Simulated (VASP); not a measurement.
# Ta in VASP: notebook

The runs below take Ta through single point, with PBE.

All numbers are computed with VASP 6.6.1; they aren't measurements. Logs are shortened: lines on timing, memory, paths and dates and some standing lists are left out, and cuts for length are marked.

## 1. The cell of the first run

The cell holds a disordered packing, 12 atoms: a = 5.504 Å, b = 5.393 Å, c = 7.645 Å, α = 96.90°, β = 81.12°, γ = 88.64°.

## 2. Single point, PBE

INCAR reads:

```
SYSTEM = Ta
ALGO     = Normal         ! electronic algorithm
EDIFF    = 1E-7           ! SCF threshold, eV
ENCUT    = 520            ! plane-wave cutoff, eV
GGA      = PE             ! functional
ISIF     = 2              ! what is computed and relaxed
ISMEAR   = 0              ! smearing method
ISYM     = 0            
LASPH    = .TRUE.         ! aspherical terms in the spheres
LCHARG   = .TRUE.         ! write CHGCAR
LELF     = .TRUE.         ! ELF
LREAL    = .FALSE.        ! projectors in reciprocal space
LVHAR    = .TRUE.       
LWAVE    = .FALSE.        ! write WAVECAR
NBANDS   = 78             ! bands
NELM     = 100            ! most SCF steps
PREC     = Accurate       ! precision mode
SIGMA    = 0.1            ! smearing width, eV
```

KPOINTS reads:

```
Automatic mesh
0
Gamma
  2 2 2
  0.5 0.5 0.5
```

POSCAR reads:

```
Ta
1.0
    5.4820591830      0.0836666039      0.4817733361
    0.0801229348      5.3787079959     -0.3851329499
    0.5213308074     -0.3828140488      7.6171471179
Ta
12
Direct
    0.5614767723      0.3737448261      0.8001522681
    0.0614597878      0.5403928864      0.9668045925
    0.0614375758      0.2070237456      0.6334369867
    0.5614602867      0.0404134346      0.4668184615
    0.8114683403      0.1237360903      0.0501469497
    0.5614496800      0.7070465756      0.1334452995
    0.8114589676      0.7903881140      0.7167965273
    0.8114352104      0.4570229387      0.3834272150
    0.3114733315      0.6237627847      0.5501654335
    0.3114470738      0.9570477970      0.8834483665
    0.0614638070      0.8737182996      0.3001421758
    0.3114699912      0.2904101252      0.2168164410
```

Potentials or basis: VASP PAW PBE potentials, release 64 (Ta_pv).

Launch:

```
> cat potpaw_PBE.64/Ta_pv/POTCAR > POTCAR
> mpirun -np 1 vasp_std > vasp.out
```

OUTCAR:

```text
SYSTEM = Ta
   EDIFF = 1E-7
   ENCUT = 520
   GGA = PE
   ISIF = 2
   ISMEAR = 0
   ISYM = 0
   LASPH = .TRUE.
   LREAL = .FALSE.
   NELM = 100
   PREC = Accurate

 ion  position               nearest neighbor table
   1  0.561  0.374  0.800-   7 2.75  10 2.75   3 2.92   2 2.92   6 2.94   4 2.94   5 2.95   9 2.95
                             2 3.31   3 3.31  10 3.35   7 3.35  12 3.36   8 3.36
   2  0.061  0.540  0.967-   5 2.75  10 2.75   6 2.92   1 2.92  11 2.94   3 2.94   7 2.95  12 2.95
                             6 3.31   1 3.31   5 3.35  10 3.35   8 3.36   9 3.36
   3  0.061  0.207  0.633-   7 2.75   9 2.75   4 2.92   1 2.92  11 2.94   2 2.94  10 2.95   8 2.95
                             4 3.31   1 3.31   9 3.35   7 3.35  12 3.36   5 3.36
   4  0.561  0.040  0.467-   8 2.75   9 2.75   3 2.92  11 2.92   1 2.94   6 2.94   7 2.95  12 2.95
                             3 3.31  11 3.31   9 3.35   8 3.35  10 3.36   5 3.36
   5  0.811  0.124  0.050-   2 2.75   6 2.75  10 2.92  12 2.92   8 2.94   7 2.94   1 2.95  11 2.95
                            12 3.31  10 3.31   6 3.35   2 3.35   4 3.36   3 3.36
   6  0.561  0.707  0.133-  12 2.75   5 2.75   2 2.92  11 2.92   1 2.94   4 2.94   8 2.95  10 2.95
                             2 3.31  11 3.31   5 3.35  12 3.35   7 3.36   9 3.36
   7  0.811  0.790  0.717-   3 2.75   1 2.75   9 2.92  10 2.92   5 2.94   8 2.94   4 2.95   2 2.95
                             9 3.31  10 3.31   1 3.35   3 3.35   6 3.36  11 3.36
   8  0.811  0.457  0.383-   4 2.75  11 2.75  12 2.92   9 2.92   5 2.94   7 2.94   6 2.95   3 2.95
                            12 3.31   9 3.31  11 3.35   4 3.35   2 3.36   1 3.36
   9  0.311  0.624  0.550-   4 2.75   3 2.75   7 2.92   8 2.92  10 2.94  12 2.94   1 2.95  11 2.95
                             7 3.31   8 3.31   3 3.35   4 3.35   2 3.36   6 3.36
  10  0.311  0.957  0.883-   2 2.75   1 2.75   5 2.92   7 2.92   9 2.94  12 2.94   6 2.95   3 2.95
                             7 3.31   5 3.31   1 3.35   2 3.35   4 3.36  11 3.36
  11  0.061  0.874  0.300-   8 2.75  12 2.75   6 2.92   4 2.92   3 2.94   2 2.94   5 2.95   9 2.95
                             4 3.31   6 3.31  12 3.35   8 3.35   7 3.36  10 3.36
  12  0.311  0.290  0.217-   6 2.75  11 2.75   8 2.92   5 2.92   9 2.94  10 2.94   4 2.95   2 2.95
                             8 3.31   5 3.31  11 3.35   6 3.35   3 3.36   1 3.36

IMPORTANT INFORMATION: All symmetrisations will be switched off!
NOSYMM: (Re-)initialisation of all symmetry stuff for point group C_1.

----------------------------------------------------------------------------------------

                                     Primitive cell

  volume of cell :     222.3604

  direct lattice vectors                    reciprocal lattice vectors
     5.482059183  0.083666604  0.481773336     0.183589238 -0.003647636 -0.012748486
     0.080122935  5.378707996 -0.385132950    -0.003695489  0.186663131  0.009634032
     0.521330807 -0.382814049  7.617147118    -0.011798598  0.009668640  0.132576180

  length of vectors
     5.503823992  5.393073964  7.644557713     0.184067480  0.186948110  0.133450863

  position of ions in fractional coordinates (direct lattice)
     0.561476772  0.373744826  0.800152268
     0.061459788  0.540392886  0.966804592
     0.061437576  0.207023746  0.633436987
     0.561460287  0.040413435  0.466818461
     0.811468340  0.123736090  0.050146950
     0.561449680  0.707046576  0.133445300
     0.811458968  0.790388114  0.716796527
     0.811435210  0.457022939  0.383427215
     0.311473331  0.623762785  0.550165433
     0.311447074  0.957047797  0.883448366
     0.061463807  0.873718300  0.300142176
     0.311469991  0.290410125  0.216816441

  ion indices of the primitive-cell ions
   primitive index   ion index
                 1           1
                 2           2
                 3           3
                 4           4
                 5           5
                 6           6
                 7           7
                 8           8
                 9           9
                10          10
                11          11
                12          12

----------------------------------------------------------------------------------------

 KPOINTS: Automatic mesh

Automatic generation of k-mesh.
 Grid dimensions read from file:
 generate k-points for:    2    2    2

 Generating k-lattice:

  Cartesian coordinates                     Fractional coordinates (reciprocal lattice)
     0.091794619 -0.001823818 -0.006374243     0.500000000  0.000000000  0.000000000
    -0.001847745  0.093331566  0.004817016    -0.000000000  0.500000000 -0.000000000
    -0.005899299  0.004834320  0.066288090     0.000000000  0.000000000  0.500000000

  Length of vectors
     0.092033740  0.093474055  0.066725432

  Shift w.r.t. Gamma in fractional coordinates (k-lattice)
     0.500000000  0.500000000  0.500000000

 Subroutine IBZKPT returns following result:
 ===========================================

 Found      4 irreducible k-points:

 Following reciprocal coordinates:
            Coordinates               Weight
  0.250000  0.250000  0.250000      2.000000
 -0.250000  0.250000  0.250000      2.000000
  0.250000 -0.250000  0.250000      2.000000
 -0.250000 -0.250000  0.250000      2.000000
   k-points           NKPTS =      4   k-points in BZ     NKDIM =      4   number of bands    NBANDS=     78
   number of dos      NEDOS =    301   number of ions     NIONS =     12
   total plane-waves  NPLWV = 100800
   dimension x,y,z NGX =    42 NGY =   40 NGZ =   60
   dimension x,y,z NGXF=    84 NGYF=   80 NGZF=  120
   ions per type =              12
   NGX,Y,Z   is equivalent  to a cutoff of  12.69, 12.33, 13.05 a.u.
   NGXF,Y,Z  is equivalent  to a cutoff of  25.37, 24.66, 26.10 a.u.
 SYSTEM =  Ta
   PREC   = accura    normal or accurate (medium, high low for compatibility)
   ISTART =      0    job   : 0-new  1-cont  2-samecut
   ICHARG =      2    charge: 1-file 2-atom 10-const
   ISPIN  =      1    spin polarized calculation?
   LNONCOLLINEAR =      F non collinear calculations
   LSORBIT =      F    spin-orbit coupling
   LASPH  =      T    aspherical Exc in radial PAW
   ENCUT  =  520.0 eV  38.22 Ry    6.18 a.u.  10.23 10.03 14.21*2*pi/ulx,y,z
   NELM   =    100;   NELMIN=  2; NELMDL= -5     # of ELM steps
   EDIFF  = 0.1E-06   stopping-criterion for ELM
   LREAL  =      F    real-space projection
   EDIFFG = 0.1E-05   stopping-criterion for IOM
   NSW    =      0    number of steps for IOM
   IBRION =     -1    ionic relax: 0-MD 1-quasi-New 2-CG
   NFREE  =      0    steps in history (QN), initial steepest desc. (CG)
   ISIF   =      2    stress and relaxation
   ISYM   =      0    0-nonsym 1-usesym 2-fastsym
   POTIM  = 0.5000    time-step for ionic-motion
   TEBEG  =    0.0;   TEEND  =   0.0 temperature during run
   PSTRESS=    0.0 pullay stress
   NELECT =     132.0000    total number of electrons
   NUPDOWN=      -1.0000    fix difference up-down
   EMIN   =  10.00;   EMAX   =-10.00  energy-range for DOS
   EFERMI =   0.00;   METHOD = LEGACY
   ISMEAR =     0;   SIGMA  =   0.10  broadening in eV -4-tet -1-fermi 0-gaus
   EFERMI_NEDOS =   21; number of points for ismear=-14 and -15
   IALGO  =     38    algorithm
   IMIX   =      4    mixing-type and parameters
     AMIX     =   0.40;   BMIX     =  1.00
     AMIX_MAG =   1.60;   BMIX_MAG =  1.00
  volume/ion in A,a.u.               =      18.53       125.05
  Fermi-wavevector in a.u.,A,eV,Ry     =   1.375879  2.600035 25.756424  1.893044
  Thomas-Fermi vector in A             =   2.501175
   LORBIT       =      0    0 simple, 1 ext, 2 COOP (PROOUT), +10 PAW based schemes
   GGA     = PE    functional components
   LHFCALC =     F    Hartree Fock is set to
   AEXX    =    0.0000 exact exchange contribution
   IVDW    =     0    specifies the selected vdW correction
   LEPSILON=     F    determine dielectric tensor
   LRPA    =     F    only Hartree local field effects (RPA)
 non-spin polarized calculation
 Gauss-broadening in eV      SIGMA  =   0.10
  energy-cutoff  :      520.00
  volume of cell :      222.36
 maximum number of plane-waves:      5999
 NGX is ok and might be reduce to    42
   NGX = 21   NGY = 21   NGZ = 29

 number of electron     131.9999999 magnetization

 Free energy of the ion-electron system (eV)
  ---------------------------------------------------
  ext. energy  EPLUGINS =         0.00000000
  ---------------------------------------------------
  free energy    TOTEN  =      -141.20840476 eV

  energy without entropy =     -141.14821369  energy(sigma->0) =     -141.17830923

 E-fermi :   5.2721     XC(G=0): -12.4766

 val. band max:        5.2438717646   @ k =  -0.2500  -0.2500   0.2500
 cond. band min:       5.3156379114   @ k =  -0.2500   0.2500   0.2500
 fundamental gap:      0.0717661468
 Fermi energy:         5.2721152716

 k-point     1 :       0.2500    0.2500    0.2500
  band No.  band energies     occupation
      1     -29.0571      2.00000
      2     -29.0531      2.00000
      3     -28.9354      2.00000
      4     -28.9261      2.00000
      5     -28.8916      2.00000
      6     -28.8705      2.00000
[... 70 lines left out ...]
     77       7.9657      0.00000
     78       7.9791      0.00000

 k-point     2 :      -0.2500    0.2500    0.2500
  band No.  band energies     occupation
      1     -29.0395      2.00000
      2     -28.9450      2.00000
      3     -28.9212      2.00000
      4     -28.9084      2.00000
      5     -28.9044      2.00000
      6     -28.9037      2.00000
[... 70 lines left out ...]
     77       7.6748      0.00000
     78       8.1913      0.00000

 k-point     3 :       0.2500   -0.2500    0.2500
  band No.  band energies     occupation
      1     -29.0121      2.00000
      2     -28.9638      2.00000
      3     -28.9159      2.00000
      4     -28.8917      2.00000
      5     -28.8735      2.00000
      6     -28.8398      2.00000
[... 70 lines left out ...]
     77       8.5000      0.00000
     78       8.5157      0.00000

 k-point     4 :      -0.2500   -0.2500    0.2500
  band No.  band energies     occupation
      1     -29.0531      2.00000
      2     -29.0498      2.00000
      3     -28.9422      2.00000
      4     -28.8861      2.00000
      5     -28.8462      2.00000
      6     -28.8403      2.00000
[... 70 lines left out ...]
     77       8.1200      0.00000
     78       8.3952      0.00000

------------------------ aborting loop because EDIFF is reached ----------------------------------------

  FORCE on cell =-STRESS in cart. coord.  units (eV):
  Direction    XX          YY          ZZ          XY          YZ          ZX
  --------------------------------------------------------------------------------------
  -------------------------------------------------------------------------------------
  Total        0.1316980      0.2156468      0.1065415      0.0472181     -0.1701641      0.0457068
  in kB        0.9489260      1.5538037      0.7676654      0.3402216     -1.2260866      0.3293317
  external PRESSURE =       1.0901317 kB  Pullay stress =       0.0000000 kB

 VOLUME and BASIS-vectors are now :
 -----------------------------------------------------------------------------
  energy-cutoff  :      520.00
  volume of cell :      222.36
      direct lattice vectors                 reciprocal lattice vectors
     5.482059183  0.083666604  0.481773336     0.183589238 -0.003647636 -0.012748486
     0.080122935  5.378707996 -0.385132950    -0.003695489  0.186663131  0.009634032
     0.521330807 -0.382814049  7.617147118    -0.011798598  0.009668640  0.132576180

 POSITION                                       TOTAL-FORCE (eV/Angst)
 -----------------------------------------------------------------------------------
      3.52514      1.75093      6.22144        -0.000508     -0.000316     -0.000521
      0.88425      2.54165      7.18578         0.000059     -0.000074     -0.000080
      0.68362      0.87617      4.77485         0.000748      0.001285      0.000834
      3.32456      0.08564      3.81076         0.000014     -0.000341     -0.001112
      4.48457      0.71424      0.72527        -0.000337     -0.000676     -0.000430
      3.20412      3.79889      1.01466         0.000218      0.000553      0.000338
      4.88548      4.04476      5.54648        -0.000045      0.000009      0.000753
      4.68485      2.37930      3.13553         0.000694      0.000846      0.001928
      2.04431      3.17049      4.10052        -0.000677     -0.001661     -0.001558
      2.24462      4.83554      6.51081         0.000283      0.000395      0.000352
      0.56343      4.58972      1.97934         0.000085      0.000513      0.000136
      1.84380      1.50509      1.68973        -0.000533     -0.000535     -0.000641
 -----------------------------------------------------------------------------------
    total drift:                               -0.001614      0.000008      0.000331

  FREE ENERGIE OF THE ION-ELECTRON SYSTEM (eV)
  ---------------------------------------------------
  free  energy   TOTEN  =      -141.2084047631 eV

  energy  without entropy=     -141.1482136901  energy(sigma->0) =     -141.17830923
```

Wall time 2.5 min (1 thread of Intel Xeon 8259CL, shared host); peak memory 0.31 GiB.

Results:

```yaml
Free_energy: -141.2084 eV
Pressure: 0.1 GPa
Band_gap_on_the_k_mesh: zero (bands 66 and 67 overlap by 0.37 eV)
```

Forces in eV/Å, atoms in the order of the input:
```
Ta  -0.001  0.000 -0.001
Ta   0.000  0.000  0.000
Ta   0.001  0.001  0.001
Ta   0.000  0.000 -0.001
Ta   0.000 -0.001  0.000
Ta   0.000  0.001  0.000
Ta   0.000  0.000  0.001
Ta   0.001  0.001  0.002
Ta  -0.001 -0.002 -0.002
Ta   0.000  0.000  0.000
Ta   0.000  0.001  0.000
Ta  -0.001 -0.001 -0.001
```

Stress tensor (GPa, compression positive):
```
 0.09  0.03  0.03
 0.03  0.16 -0.12
 0.03 -0.12  0.08
```

Levels at points of the mesh, in eV from the Fermi level:
| k point | band 62 | band 63 | band 64 | band 65 | band 66 | band 67 | band 68 | band 69 | band 70 | band 71 |
| --- | --- | --- | --- | --- | --- | --- | --- | --- | --- | --- |
| (0.25, 0.25, 0.25) | -0.43 | -0.36 | -0.32 | -0.22 | 0.21 | 0.30 | 0.35 | 0.41 | 0.59 | 0.72 |

Caveat: the k points lie up to 0.59 Å⁻¹ apart; spin-orbit coupling is left out, which moves the levels of the heavy elements.

## 3. Single point, PBE

INCAR reads:

```
ALGO = Normal
EDIFF = 1E-6
ENCUT = 520
GGA = PE
ISIF = 2
ISMEAR = 0
ISYM = 0
LASPH = T
LCHARG = F
LREAL = F
LWAVE = F
NBANDS = 78
NELM = 100
PREC = Accurate
SIGMA = 0.1
```

KPOINTS is that of step 2.

POSCAR reads:

```
Ta
1.0
    5.3779627040      0.0873506451      0.4108146174
    0.0838856109      5.4757001969     -0.5389015755
    0.3490317904     -0.4460098036      7.6257919177
Ta
12
Direct
    0.1031342742      0.1440112412      0.6501639936
    0.1864962038      0.3939245711      0.0668263016
    0.8531247881      0.3940265854      0.4001665274
    0.6031510312      0.6440089440      0.1501756913
    0.5198091009      0.3939738533      0.7334904391
    0.3531165204      0.8940066382      0.9001583177
    0.4365058371      0.1438998406      0.3168070348
    0.7698196217      0.1439529060      0.9834891108
    0.6864839204      0.8939260103      0.5668164412
    0.2698326748      0.6439619062      0.4834846092
    0.9365181468      0.6439253942      0.8168176504
    0.0198023890      0.8939729416      0.2335015595
```

Potentials or basis: VASP PAW PBE potentials, release 64 (Ta_pv).

Launch:

```
> cat potpaw_PBE.64/Ta_pv/POTCAR > POTCAR
> mpirun -np 1 vasp_std > vasp.out
```

Wall time 3.3 min (1 thread of Intel Xeon 8259CL, shared host); peak memory 0.31 GiB.

The run converged. Its results:

```yaml
Free_energy: -141.2085 eV
Pressure: 0.1 GPa
Band_gap_on_the_k_mesh: zero (bands 66 and 67 overlap by 0.37 eV)
```

Forces on the atoms (eV/Å):
```
Ta   0.000 -0.002 -0.001
Ta   0.000  0.002  0.000
Ta   0.001 -0.002  0.000
Ta   0.000 -0.002 -0.001
Ta   0.001  0.000  0.000
Ta   0.002 -0.001  0.001
Ta  -0.001  0.002  0.001
Ta  -0.001  0.000  0.000
Ta   0.001  0.001  0.000
Ta  -0.001  0.000  0.000
Ta  -0.002  0.001  0.000
Ta   0.001  0.000  0.000
```

Stress tensor (GPa, compression positive):
```
0.13 0.02 0.09
0.02 0.13 0.03
0.09 0.03 0.01
```

Levels at points of the mesh, in eV from the Fermi level:
```csv
k point,band 64,band 65,band 66,band 67,band 68,band 69
"(0.25, 0.25, 0.25)",-0.25,-0.03,0.06,0.38,0.39,0.65
```

Caveat: the k points lie up to 0.59 Å⁻¹ apart; spin-orbit coupling is left out, which moves the levels of the heavy elements.

The gap in the log of VASP goes by the Fermi energy; the results here count the filled bands.